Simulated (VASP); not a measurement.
# ZnO (P6_3mc) in VASP: further runs

Runs on ZnO. Level: LDA. Tasks: single point.

Everything below comes from runs of VASP 6.6.1. Logs are shortened: lines on timing, memory, paths and dates and some standing lists are left out, and cuts for length are marked.

### 1 The cell of the first run

It takes space group P6_3mc (No. 186, hexagonal). Conventional cell: a = 3.203 Å, b = 3.203 Å, c = 5.126 Å, α = 90.00°, β = 90.00°, γ = 120.00°. Within 2.6 Å of Zn (site symmetry 3m) lie 4 O at 1.95 Å. Within 2.6 Å of O (site symmetry 3m) lie 4 Zn at 1.95 Å.

### 2 Single point, LDA (in-plane strain +0.005, then relaxed in part)

Input file INCAR:

```
SYSTEM = ZnO
PREC = Accurate
ENCUT = 1340
EDIFF = 1E-6
ISMEAR = 0
SIGMA = 0.01
LREAL = .False.
LASPH = .True.
NELM = 120
ALGO = Normal
ISIF = 2
LWAVE = .False.
LCHARG = .True.
GGA = CA
LELF = .True.
LVHAR = .True.
NBANDS = 26
GGA_COMPAT = .False.
```

Input file KPOINTS:

```
regular mesh
0
Gamma
  8 8 4
  0 0 0
```

Input file POSCAR:

```
ZnO
1.0
    3.2030815810      0.0000000000      0.0000000000
   -1.6015407905      2.7739500195      0.0000000000
    0.0000000000      0.0000000000      5.1256179656
Zn O
2 2
Direct
    0.3333333333      0.6666666667      0.4989258314
    0.6666666667      0.3333333333     -0.0010741686
    0.6666666667      0.3333333333      0.3800841686
    0.3333333333      0.6666666667      0.8800841686
```

Potentials or basis: VASP PAW LDA potentials, release 64 (Zn, O_h).

Launch:

```bash
$ cat potpaw_LDA.64/Zn/POTCAR potpaw_LDA.64/O_h/POTCAR > POTCAR
$ mpirun -np 1 vasp_std > vasp.out
```

OUTCAR:

```text
SYSTEM = ZnO
   PREC = Accurate
   ENCUT = 1340
   EDIFF = 1E-6
   ISMEAR = 0
   LREAL = .False.
   LASPH = .True.
   NELM = 120
   ISIF = 2
   GGA = CA

 ion  position               nearest neighbor table
   1  0.333  0.667  0.499-   3 1.95   3 1.95   3 1.95   4 1.95
   2  0.667  0.333  0.999-   4 1.95   4 1.95   4 1.95   3 1.95
   3  0.667  0.333  0.380-   1 1.95   1 1.95   1 1.95   2 1.95
   4  0.333  0.667  0.880-   2 1.95   2 1.95   2 1.95   1 1.95

  LATTYP: Found a hexagonal cell.
 ALAT       =     3.2030815810
 C/A-ratio  =     1.6002146171

  Lattice vectors:

 A1 = (   3.2030815810,   0.0000000000,   0.0000000000)
 A2 = (  -1.6015407905,   2.7739500195,   0.0000000000)
 A3 = (   0.0000000000,   0.0000000000,   5.1256179656)

Analysis of symmetry for initial positions (statically):
=====================================================================
 Subroutine PRICEL returns:
 Original cell was already a primitive cell.

 Routine SETGRP: Setting up the symmetry group for a
 hexagonal supercell.

 Subroutine GETGRP returns: Found 12 space group operations
 (whereof  6 operations were pure point group operations)
 out of a pool of 24 trial point group operations.

The static configuration has the point symmetry C_3v.
 The point group associated with its full space group is C_6v.

Analysis of symmetry for dynamics (positions and initial velocities):
=====================================================================
 Subroutine PRICEL returns:
 Original cell was already a primitive cell.

 Routine SETGRP: Setting up the symmetry group for a
 hexagonal supercell.

 Subroutine GETGRP returns: Found 12 space group operations
 (whereof  6 operations were pure point group operations)
 out of a pool of 24 trial point group operations.

The dynamic configuration has the point symmetry C_3v.
 The point group associated with its full space group is C_6v.

 Subroutine INISYM returns: Found 12 space group operations
 (whereof  6 operations are pure point group operations),
 and found     1 'primitive' translations

----------------------------------------------------------------------------------------

                                     Primitive cell

  volume of cell :      45.5421

  direct lattice vectors                    reciprocal lattice vectors
     3.203081581  0.000000000  0.000000000     0.312199354  0.180248381  0.000000000
    -1.601540791  2.773950019  0.000000000     0.000000000  0.360496762  0.000000000
     0.000000000  0.000000000  5.125617966     0.000000000  0.000000000  0.195098427

  length of vectors
     3.203081581  3.203081581  5.125617966     0.360496762  0.360496762  0.195098427

  position of ions in fractional coordinates (direct lattice)
     0.333333333  0.666666667  0.498925831
     0.666666667  0.333333333  0.998925831
     0.666666667  0.333333333  0.380084169
     0.333333333  0.666666667  0.880084169

  ion indices of the primitive-cell ions
   primitive index   ion index
                 1           1
                 2           2
                 3           3
                 4           4

----------------------------------------------------------------------------------------

 KPOINTS: regular mesh

Automatic generation of k-mesh.
 Grid dimensions read from file:
 generate k-points for:    8    8    4

 Generating k-lattice:

  Cartesian coordinates                     Fractional coordinates (reciprocal lattice)
     0.039024919  0.022531048  0.000000000     0.125000000  0.000000000  0.000000000
     0.000000000  0.045062095  0.000000000     0.000000000  0.125000000  0.000000000
     0.000000000  0.000000000  0.048774607     0.000000000  0.000000000  0.250000000

  Length of vectors
     0.045062095  0.045062095  0.048774607

  Shift w.r.t. Gamma in fractional coordinates (k-lattice)
     0.000000000  0.000000000  0.000000000

 Subroutine IBZKPT returns following result:
 ===========================================

 Found     30 irreducible k-points:

 Following reciprocal coordinates:
            Coordinates               Weight
  0.000000  0.000000  0.000000      1.000000
  0.125000  0.000000  0.000000      6.000000
  0.250000  0.000000  0.000000      6.000000
  0.375000 -0.000000  0.000000      6.000000
  0.500000  0.000000  0.000000      3.000000
  0.125000  0.125000  0.000000      6.000000
[... 16 lines left out ...]
  0.250000  0.000000  0.500000      6.000000
  0.375000 -0.000000  0.500000      6.000000
 [... further k-points ...]
   k-points           NKPTS =     30   k-points in BZ     NKDIM =     30   number of bands    NBANDS=     26
   number of dos      NEDOS =    301   number of ions     NIONS =      4
   total plane-waves  NPLWV = 102400
   dimension x,y,z NGX =    40 NGY =   40 NGZ =   64
   dimension x,y,z NGXF=    80 NGYF=   80 NGZF=  128
   ions per type =               2   2
   NGX,Y,Z   is equivalent  to a cutoff of  20.76, 20.76, 20.76 a.u.
   NGXF,Y,Z  is equivalent  to a cutoff of  41.52, 41.52, 41.52 a.u.
 SYSTEM =  ZnO
   PREC   = accura    normal or accurate (medium, high low for compatibility)
   ISTART =      0    job   : 0-new  1-cont  2-samecut
   ICHARG =      2    charge: 1-file 2-atom 10-const
   ISPIN  =      1    spin polarized calculation?
   LNONCOLLINEAR =      F non collinear calculations
   LSORBIT =      F    spin-orbit coupling
   LASPH  =      T    aspherical Exc in radial PAW
   ENCUT  = 1340.0 eV  98.49 Ry    9.92 a.u.   9.56  9.56 15.30*2*pi/ulx,y,z
   NELM   =    120;   NELMIN=  2; NELMDL= -5     # of ELM steps
   EDIFF  = 0.1E-05   stopping-criterion for ELM
   LREAL  =      F    real-space projection
   EDIFFG = 0.1E-04   stopping-criterion for IOM
   NSW    =      0    number of steps for IOM
   IBRION =     -1    ionic relax: 0-MD 1-quasi-New 2-CG
   NFREE  =      0    steps in history (QN), initial steepest desc. (CG)
   ISIF   =      2    stress and relaxation
   ISYM   =      2    0-nonsym 1-usesym 2-fastsym
   POTIM  = 0.5000    time-step for ionic-motion
   TEBEG  =    0.0;   TEEND  =   0.0 temperature during run
   PSTRESS=    0.0 pullay stress
   NELECT =      36.0000    total number of electrons
   NUPDOWN=      -1.0000    fix difference up-down
   EMIN   =  10.00;   EMAX   =-10.00  energy-range for DOS
   EFERMI =   0.00;   METHOD = LEGACY
   ISMEAR =     0;   SIGMA  =   0.01  broadening in eV -4-tet -1-fermi 0-gaus
   EFERMI_NEDOS =   21; number of points for ismear=-14 and -15
   IALGO  =     38    algorithm
   IMIX   =      4    mixing-type and parameters
     AMIX     =   0.40;   BMIX     =  1.00
     AMIX_MAG =   1.60;   BMIX_MAG =  1.00
  volume/ion in A,a.u.               =      11.39        76.83
  Fermi-wavevector in a.u.,A,eV,Ry     =   1.513694  2.860467 31.174608  2.291269
  Thomas-Fermi vector in A             =   2.623451
   LORBIT       =      0    0 simple, 1 ext, 2 COOP (PROOUT), +10 PAW based schemes
   GGA     = CA    functional components
   LHFCALC =     F    Hartree Fock is set to
   AEXX    =    0.0000 exact exchange contribution
   IVDW    =     0    specifies the selected vdW correction
   LEPSILON=     F    determine dielectric tensor
   LRPA    =     F    only Hartree local field effects (RPA)
 non-spin polarized calculation
 Gauss-broadening in eV      SIGMA  =   0.01
  energy-cutoff  :     1340.00
  volume of cell :       45.54
 maximum number of plane-waves:      5143
 NGX is ok and might be reduce to    40
   NGX = 19   NGY = 19   NGZ = 31

 number of electron      35.9999998 magnetization

 Free energy of the ion-electron system (eV)
  ---------------------------------------------------
  ext. energy  EPLUGINS =         0.00000000
  ---------------------------------------------------
  free energy    TOTEN  =       -21.17427395 eV

  energy without entropy =      -21.17427395  energy(sigma->0) =      -21.17427395

 E-fermi :   1.7474     XC(G=0): -11.7035

 val. band max:        1.6375654293   @ k =   0.0000   0.0000   0.0000
 cond. band min:       2.4546862126   @ k =   0.0000   0.0000   0.0000
 fundamental gap:      0.8171207833
 Fermi energy:         1.7474282750

 k-point     1 :       0.0000    0.0000    0.0000
  band No.  band energies     occupation
      1     -16.5350      2.00000
      2     -15.6849      2.00000
      3      -4.3979      2.00000
      4      -4.3679      2.00000
      5      -4.3679      2.00000
      6      -4.2885      2.00000
[... 18 lines left out ...]
     25      15.8437      0.00000
     26      15.8437      0.00000

 k-point     2 :       0.1250    0.0000    0.0000
  band No.  band energies     occupation
      1     -16.4378      2.00000
      2     -15.6427      2.00000
      3      -4.4808      2.00000
      4      -4.3145      2.00000
      5      -4.2716      2.00000
      6      -4.2420      2.00000
[... 18 lines left out ...]
     25      15.9927      0.00000
     26      16.0375      0.00000

 k-point     3 :       0.2500    0.0000    0.0000
  band No.  band energies     occupation
      1     -16.1858      2.00000
      2     -15.5487      2.00000
      3      -4.6720      2.00000
      4      -4.2919      2.00000
      5      -4.1975      2.00000
      6      -4.0740      2.00000
[... 18 lines left out ...]
     25      15.0423      0.00000
     26      15.9403      0.00000

 k-point     4 :       0.3750   -0.0000    0.0000
  band No.  band energies     occupation
      1     -15.8926      2.00000
      2     -15.4814      2.00000
      3      -4.7325      2.00000
      4      -4.3838      2.00000
      5      -4.1092      2.00000
      6      -3.8639      2.00000
[... 18 lines left out ...]
     25      15.0539      0.00000
     26      15.8824      0.00000
[... 496 lines left out ...]
      1     -16.0503      2.00000
      2     -16.0503      2.00000
      3      -4.6747      2.00000
      4      -4.6747      2.00000
      5      -4.2422      2.00000
      6      -4.2422      2.00000
[... 18 lines left out ...]
     25      14.9412      0.00000
     26      14.9412      0.00000

 k-point    23 :       0.2500    0.0000    0.5000
  band No.  band energies     occupation
      1     -15.8682      2.00000
      2     -15.8682      2.00000
      3      -4.7931      2.00000
      4      -4.7931      2.00000
      5      -4.0957      2.00000
      6      -4.0957      2.00000
[... 18 lines left out ...]
     25      15.2263      0.00000
     26      15.2263      0.00000

 k-point    24 :       0.3750   -0.0000    0.5000
  band No.  band energies     occupation
      1     -15.6786      2.00000
      2     -15.6786      2.00000
      3      -4.8641      2.00000
      4      -4.8641      2.00000
      5      -3.9068      2.00000
      6      -3.9068      2.00000
[... 18 lines left out ...]
     25      15.3898      0.00000
     26      15.3898      0.00000

 [... further k-points ...]
[... 5 lines left out ...]
  --------------------------------------------------------------------------------------
  -------------------------------------------------------------------------------------
  Total       -0.0187138     -0.0187138      0.3058356      0.0000000      0.0000000      0.0000000
  in kB       -0.6583553     -0.6583553     10.7593420      0.0000000      0.0000000      0.0000000
  external PRESSURE =       3.1475438 kB  Pullay stress =       0.0000000 kB

 VOLUME and BASIS-vectors are now :
 -----------------------------------------------------------------------------
  energy-cutoff  :     1340.00
  volume of cell :       45.54
      direct lattice vectors                 reciprocal lattice vectors
     3.203081581  0.000000000  0.000000000     0.312199354  0.180248381  0.000000000
    -1.601540791  2.773950019  0.000000000     0.000000000  0.360496762  0.000000000
     0.000000000  0.000000000  5.125617966     0.000000000  0.000000000  0.195098427

 POSITION                                       TOTAL-FORCE (eV/Angst)
 -----------------------------------------------------------------------------------
     -0.00000      1.84930      2.55730        -0.000000      0.000000     -0.000676
      1.60154      0.92465      5.12011         0.000000     -0.000000     -0.000676
      1.60154      0.92465      1.94817        -0.000000     -0.000000      0.000676
     -0.00000      1.84930      4.51098        -0.000000      0.000000      0.000676
 -----------------------------------------------------------------------------------
    total drift:                                0.000000     -0.000000      0.000337

  FREE ENERGIE OF THE ION-ELECTRON SYSTEM (eV)
  ---------------------------------------------------
  free  energy   TOTEN  =       -21.1742739475 eV

  energy  without entropy=      -21.1742739475  energy(sigma->0) =      -21.17427395
```

Run time: 3 min. Hardware: 1 thread of AMD EPYC 7R43 (Zen 3), shared host; peak memory 0.27 GiB.

What came out:

```
Free energy            : -21.1743 eV
Pressure               : 0.3 GPa
Band gap on the k mesh : 0.82 eV
```

Caveat: the cell differs from its parent crystal (in-plane strain +0.005, then relaxed in part).

### 3 Single point, LDA (in-plane strain -0.005, then relaxed in part)

Input file INCAR:

```
PREC = Accurate ; ENCUT = 1340
EDIFF = 1E-6 ; ISMEAR = 0
SIGMA = 0.01 ; LREAL = F
LASPH = T ; NELM = 120
ALGO = Normal ; ISIF = 2
LWAVE = F ; LCHARG = F
NBANDS = 26 ; GGA_COMPAT = F
```

Input file KPOINTS:

```
regular mesh
0
Gamma
  8 8 4
```

Input file POSCAR:

```
ZnO
1.0
    3.1712101225      0.0000000000      0.0000000000
   -1.5856050612      2.7463485268      0.0000000000
    0.0000000000      0.0000000000      5.1777825623
Zn O
2 2
Direct
    0.3333333333      0.6666666667      0.5016063781
    0.6666666667      0.3333333333      0.0016063781
    0.6666666667      0.3333333333      0.3774036219
    0.3333333333      0.6666666667      0.8774036219
```

Potentials or basis: VASP PAW LDA potentials, release 64 (Zn, O_h).

Launch:

```bash
$ cat potpaw_LDA.64/Zn/POTCAR potpaw_LDA.64/O_h/POTCAR > POTCAR
$ mpirun -np 1 vasp_std > vasp.out
```

Run time: 1.8 min. Hardware: 1 thread of Intel Xeon Platinum 8375C at 2.90GHz (Ice Lake), shared host; peak memory 0.32 GiB.

Results (log left out):

- Free energy: -21.1704 eV
- Pressure: 1.9 GPa
- Band gap on the k mesh: 0.81 eV

Forces in eV/Å, atoms in the order of the input:
```
Zn   0.000  0.000  0.003
Zn   0.000  0.000  0.003
O    0.000  0.000 -0.003
O    0.000  0.000 -0.003
```

Stress tensor (GPa, compression positive):
```
2.32 0.00 0.00
0.00 2.32 0.00
0.00 0.00 1.19
```

Levels at points of the mesh, in eV from the valence-band top:
```tsv
k point	band 14	band 15	band 16	band 17	band 18	band 19	band 20	band 21	band 22	band 23
(0.00, 0.00, 0.00)	-0.87	-0.87	-0.11	0.00	0.00	0.81	5.36	8.13	13.09	13.09
(0.50, 0.00, 0.00)	-3.76	-3.05	-2.45	-1.44	-0.89	5.92	6.79	7.38	8.81	10.63
(0.00, 0.00, 0.50)	-2.36	-0.43	-0.43	-0.43	-0.43	3.49	3.49	10.02	10.02	13.40
(0.50, 0.00, 0.50)	-3.95	-1.62	-1.62	-1.55	-1.55	5.63	5.63	8.61	8.61	11.34
```

Caveat: the cell differs from its parent crystal (in-plane strain -0.005, then relaxed in part).
